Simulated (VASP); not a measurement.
# NaCl (P6_3/mmc) in VASP: vibrations by perturbation theory with PBEsol

Aim: the vibrations by perturbation theory of NaCl with PBEsol.

All numbers are computed with VASP 6.6.1; they aren't measurements. Logs are shortened: lines on timing, memory, paths and dates and some standing lists are left out, and cuts for length are marked.

## Step 1: The cell of the first run

Symmetry: P6_3/mmc, No. 194, hexagonal system. Conventional cell: a = 3.882 Å, b = 3.882 Å, c = 6.747 Å, α = 90.00°, β = 90.00°, γ = 120.00°. Within 3.7 Å of Na (site symmetry -3m) lie 6 Cl at 2.81 Å and 2 Na at 3.37 Å. Within 3.7 Å of Cl (site symmetry -6m2) lie 6 Na at 2.81 Å.

## Step 2: Vibrations by perturbation theory, PBEsol

Input file INCAR:

```
SYSTEM = NaCl
PREC     = Accurate       ! precision mode
ENCUT    = 520            ! plane-wave cutoff, eV
EDIFF    = 1E-8           ! SCF threshold, eV
ISMEAR   = 0              ! smearing method
SIGMA    = 0.01           ! smearing width, eV
LREAL    = .FALSE.        ! projectors in reciprocal space
LASPH    = .TRUE.         ! aspherical terms in the spheres
NELM     = 100            ! most SCF steps
ALGO     = Normal         ! electronic algorithm
ISIF     = 2              ! what is computed and relaxed
LWAVE    = .FALSE.        ! write WAVECAR
LCHARG   = .TRUE.         ! write CHGCAR
GGA      = PS             ! functional
IBRION   = 8              ! ionic algorithm
NSW      = 1              ! ionic steps
LEPSILON = .TRUE.         ! dielectric tensor by DFPT
```

Input file KPOINTS:

```
Automatic mesh
0
G
  6 6 4
  0 0 0
```

Input file POSCAR:

```
NaCl
1.0
    3.8822276359      0.0000000000      0.0000000000
   -1.9411138180      3.3621077559      0.0000000000
    0.0000000000      0.0000000000      6.7468856498
Na Cl
2 2
Direct
    0.0000000000      0.0000000000      0.0000000000
    0.0000000000      0.0000000000      0.5000000000
    0.3333333333      0.6666666667      0.2500000000
    0.6666666667      0.3333333333      0.7500000000
```

Potentials or basis: VASP PAW PBE potentials, release 64 (Na_pv, Cl).

Run with:

```bash
$ cat potpaw_PBE.64/Na_pv/POTCAR potpaw_PBE.64/Cl/POTCAR > POTCAR
$ mpirun -np 1 vasp_std > vasp.out
```

OUTCAR:

```text
SYSTEM = NaCl
   PREC = Accurate
   ENCUT = 520
   EDIFF = 1E-8
   ISMEAR = 0
   LREAL = .FALSE.
   LASPH = .TRUE.
   NELM = 100
   ISIF = 2
   GGA = PS
   IBRION = 8
   NSW = 1
   LEPSILON = .TRUE.

 ion  position               nearest neighbor table
   1  0.000  0.000  0.000-
   2  0.000  0.000  0.500-
   3  0.333  0.667  0.250-
   4  0.667  0.333  0.750-

  LATTYP: Found a hexagonal cell.
 ALAT       =     3.8822276359
 C/A-ratio  =     1.7378902740

  Lattice vectors:

 A1 = (   3.8822276359,   0.0000000000,   0.0000000000)
 A2 = (  -1.9411138180,   3.3621077559,   0.0000000000)
 A3 = (   0.0000000000,   0.0000000000,   6.7468856498)

Analysis of symmetry for initial positions (statically):
=====================================================================
 Subroutine PRICEL returns:
 Original cell was already a primitive cell.

 Routine SETGRP: Setting up the symmetry group for a
 hexagonal supercell.

 Subroutine GETGRP returns: Found 24 space group operations
 (whereof 12 operations were pure point group operations)
 out of a pool of 24 trial point group operations.

The static configuration has the point symmetry D_3d.
 The point group associated with its full space group is D_6h.

Analysis of symmetry for dynamics (positions and initial velocities):
=====================================================================
 Subroutine PRICEL returns:
 Original cell was already a primitive cell.

 Routine SETGRP: Setting up the symmetry group for a
 hexagonal supercell.

 Subroutine GETGRP returns: Found 24 space group operations
 (whereof 12 operations were pure point group operations)
 out of a pool of 24 trial point group operations.

The dynamic configuration has the point symmetry D_3d.
 The point group associated with its full space group is D_6h.

 Subroutine INISYM returns: Found 24 space group operations
 (whereof 12 operations are pure point group operations),
 and found     1 'primitive' translations

----------------------------------------------------------------------------------------

                                     Primitive cell

  volume of cell :      88.0635

  direct lattice vectors                    reciprocal lattice vectors
     3.882227636  0.000000000  0.000000000     0.257584071  0.148716233  0.000000000
    -1.941113818  3.362107756  0.000000000     0.000000000  0.297432466  0.000000000
     0.000000000  0.000000000  6.746885650     0.000000000  0.000000000  0.148216533

  length of vectors
     3.882227636  3.882227636  6.746885650     0.297432466  0.297432466  0.148216533

  position of ions in fractional coordinates (direct lattice)
     0.000000000  0.000000000  0.000000000
     0.000000000  0.000000000  0.500000000
     0.333333333  0.666666667  0.250000000
     0.666666667  0.333333333  0.750000000

  ion indices of the primitive-cell ions
   primitive index   ion index
                 1           1
                 2           2
                 3           3
                 4           4

----------------------------------------------------------------------------------------

 KPOINTS: Automatic mesh

[... 621 lines left out ...]

[... ionic steps 4 to 9 ...]

--------------------------------------- Ionic step       10  -------------------------------------------

------------------------ aborting loop because EDIFF is reached ----------------------------------------

[... ionic steps 11 to 11 ...]

--------------------------------------- Ionic step       12  -------------------------------------------

 Free energy of the ion-electron system (eV)
  ---------------------------------------------------
  ---------------------------------------------------
  free energy    TOTEN  =        -0.21825583 eV

  energy without entropy =       -0.21825583

------------------------ aborting loop because EDIFF is reached ----------------------------------------

 INTERNAL STRAIN TENSOR  FOR ION    3  DIRECTION 3   (eV/Angst):
 -----------------------------------------------------------------------------
     0.00004 -0.00000 -0.00000
     0.00000  0.00004 -0.00000
    -0.00000  0.00000 -0.00049

 MACROSCOPIC STATIC DIELECTRIC TENSOR (including local field effects in DFT)
 ------------------------------------------------------
           2.568224    -0.000000     0.000000
          -0.000000     2.568224     0.000000
           0.000000    -0.000000     2.563972
 ------------------------------------------------------

 PIEZOELECTRIC TENSOR (including local field effects)  for field in x, y, z        (e  Angst)
          XX          YY          ZZ          XY          YZ          ZX
  --------------------------------------------------------------------------------
  x     0.00000     0.00000     0.00000     0.00000     0.00000     0.00000
  y     0.00000     0.00000     0.00000     0.00000     0.00000     0.00000
  z     0.00000     0.00000     0.00000     0.00000     0.00000     0.00000

 PIEZOELECTRIC TENSOR (including local field effects)  for field in x, y, z        (C/m^2)
          XX          YY          ZZ          XY          YZ          ZX
  --------------------------------------------------------------------------------
  x     0.00000     0.00000     0.00000     0.00000     0.00000     0.00000
  y     0.00000     0.00000     0.00000     0.00000     0.00000     0.00000
  z     0.00000     0.00000     0.00000     0.00000     0.00000     0.00000

 BORN EFFECTIVE CHARGES (including local field effects) (in |e|, cummulative output)
 ---------------------------------------------------------------------------------
 ion    1
    1     1.07904    -0.00000     0.00000
    2    -0.00000     1.07904     0.00000
    3     0.00000     0.00000     1.11185
 ion    2
    1     1.07904    -0.00000    -0.00000
    2    -0.00000     1.07904    -0.00000
    3    -0.00000     0.00000     1.11185
 ion    3
    1    -1.07904     0.00000     0.00000
    2     0.00000    -1.07904    -0.00000
    3     0.00000     0.00000    -1.11185
 ion    4
    1    -1.07904     0.00000     0.00000
    2     0.00000    -1.07904    -0.00000
    3    -0.00000     0.00000    -1.11185

 INTERNAL STRAIN TENSOR FOR ION    4 for displacements in x,y,z  (eV/Angst):
          X           Y           Z          XY          YZ          ZX
  --------------------------------------------------------------------------------
  x     0.00000    -0.00000     0.00000    -1.00402     0.00000     0.00000
  y    -1.00402     1.00402     0.00000    -0.00000     0.00000     0.00000
  z    -0.00000     0.00000    -0.00000    -0.00000     0.00000     0.00000

 SECOND DERIVATIVES (NOT SYMMETRIZED)
 ------------------------------------
               1X          1Y          1Z          2X          2Y          2Z          3X          3Y          3Z          4X          4Y          4Z
  1X    -1.266020    0.000000    0.000000   -0.093878    0.000000    0.000000    0.679949   -0.000000    0.000000    0.679949   -0.000000    0.000000
  1Y     0.000000   -1.266020    0.000000    0.000000   -0.093878    0.000000   -0.000000    0.679949    0.000000   -0.000000    0.679949    0.000000
  1Z    -0.000000   -0.000000   -3.205795   -0.000000   -0.000000    1.684787    0.000000    0.000000    0.760504    0.000000   -0.000000    0.760504
  2X    -0.093878    0.000000    0.000000   -1.266020    0.000000    0.000000    0.679949   -0.000000    0.000000    0.679949   -0.000000    0.000000
  2Y     0.000000   -0.093878    0.000000    0.000000   -1.266020    0.000000   -0.000000    0.679949    0.000000   -0.000000    0.679949    0.000000
  2Z     0.000000    0.000000    1.684787    0.000000   -0.000000   -3.205795   -0.000000    0.000000    0.760504   -0.000000    0.000000    0.760504
  3X     0.694788   -0.000000    0.000000    0.694788   -0.000000   -0.000000   -1.518200    0.000000    0.000000    0.128624   -0.000000    0.000000
  3Y    -0.000000    0.694788    0.000000   -0.000000    0.694788   -0.000000    0.000000   -1.518200    0.000000   -0.000000    0.128624    0.000000
  3Z     0.000000    0.000000    0.780728   -0.000000   -0.000000    0.780728    0.000000    0.000000   -2.719479    0.000000    0.000000    1.158023
  4X     0.694788   -0.000000    0.000000    0.694788   -0.000000   -0.000000    0.128624   -0.000000    0.000000   -1.518200    0.000000    0.000000
  4Y    -0.000000    0.694788    0.000000   -0.000000    0.694788   -0.000000   -0.000000    0.128624    0.000000    0.000000   -1.518200    0.000000
  4Z     0.000000    0.000000    0.780728   -0.000000   -0.000000    0.780728    0.000000    0.000000    1.158023    0.000000    0.000000   -2.719479

 Eigenvectors and eigenvalues of the dynamical matrix
 ----------------------------------------------------

   1 f  =    7.210436 THz    45.304504 2PiTHz  240.514246 cm-1    29.819952 meV
             X         Y         Z           dx          dy          dz
      0.000000  0.000000  0.000000    -0.000000   -0.000000    0.707107
      0.000000  0.000000  3.373443    -0.000000   -0.000000   -0.707107
     -0.000000  2.241405  1.686721     0.000000   -0.000000   -0.000000
      1.941114  1.120703  5.060164     0.000000   -0.000000   -0.000000
[... 71 lines left out ...]
  12 f/i=    0.033359 THz     0.209601 2PiTHz    1.112736 cm-1     0.137962 meV
             X         Y         Z           dx          dy          dz
      0.000000  0.000000  0.000000     0.000000    0.000000    0.447025
      0.000000  0.000000  3.373443     0.000000    0.000000    0.447025
     -0.000000  2.241405  1.686721     0.000000    0.000000    0.547876
      1.941114  1.120703  5.060164     0.000000    0.000000    0.547876

--------------------------------------------------------------------------------------------------------

 MACROSCOPIC STATIC DIELECTRIC TENSOR IONIC CONTRIBUTION
 ------------------------------------------------------
           3.480421    -0.000000     0.000000
          -0.000000     3.480421    -0.000000
           0.000000    -0.000000     3.295988
 ------------------------------------------------------

 ELASTIC MODULI CONTR FROM IONIC RELAXATION (kBar)
 Direction    XX          YY          ZZ          XY          YZ          ZX
 --------------------------------------------------------------------------------
 XX         -22.2731     22.2731      0.0000      0.0000      0.0000     -0.0000
 YY          22.2731    -22.2731     -0.0000      0.0000      0.0000      0.0000
 ZZ           0.0000     -0.0000     -0.0000      0.0000      0.0000      0.0000
 XY           0.0000      0.0000      0.0000    -22.2731      0.0000     -0.0000
 YZ           0.0000      0.0000      0.0000      0.0000      0.0000      0.0000
 ZX          -0.0000      0.0000      0.0000     -0.0000      0.0000     -0.0000
 --------------------------------------------------------------------------------

 PIEZOELECTRIC TENSOR IONIC CONTR  for field in x, y, z        (C/m^2)
          XX          YY          ZZ          XY          YZ          ZX
  --------------------------------------------------------------------------------
  x    -0.00000     0.00000    -0.00000     0.00000     0.00000     0.00000
  y     0.00000    -0.00000     0.00000    -0.00000     0.00000     0.00000
  z     0.00000    -0.00000    -0.00000     0.00000     0.00000    -0.00000
```

Run time: 21 min. Hardware: 1 thread of Intel Xeon 8259CL, shared host; peak memory 0.38 GiB.

Results:

| Property | Result |
| --- | --- |
| Electronic dielectric tensor (diagonal) | 2.57, 2.57, 2.56 |
| Born charges (mean of the diagonal) | Na +1.09; Cl -1.09 e |
| Highest phonon frequency at Γ, LO-TO splitting left out | 241 cm⁻¹ |

Phonon frequencies in cm⁻¹ (negative: imaginary):
```tsv
q point	frequencies
(0.000, 0.000, 0.000)	-1 -1 -1 112 112 118 118 164 164 172 173 241
```

Electronic dielectric tensor:
```
2.57 0.00 0.00
0.00 2.57 0.00
0.00 0.00 2.56
```

Born effective charge tensors (e):
atom 1, Na
```
1.08 0.00 0.00
0.00 1.08 0.00
0.00 0.00 1.11
```
atom 2, Na
```
1.08 0.00 0.00
0.00 1.08 0.00
0.00 0.00 1.11
```
atom 3, Cl
```
-1.08  0.00  0.00
 0.00 -1.08  0.00
 0.00  0.00 -1.11
```
atom 4, Cl
```
-1.08  0.00  0.00
 0.00 -1.08  0.00
 0.00  0.00 -1.11
```
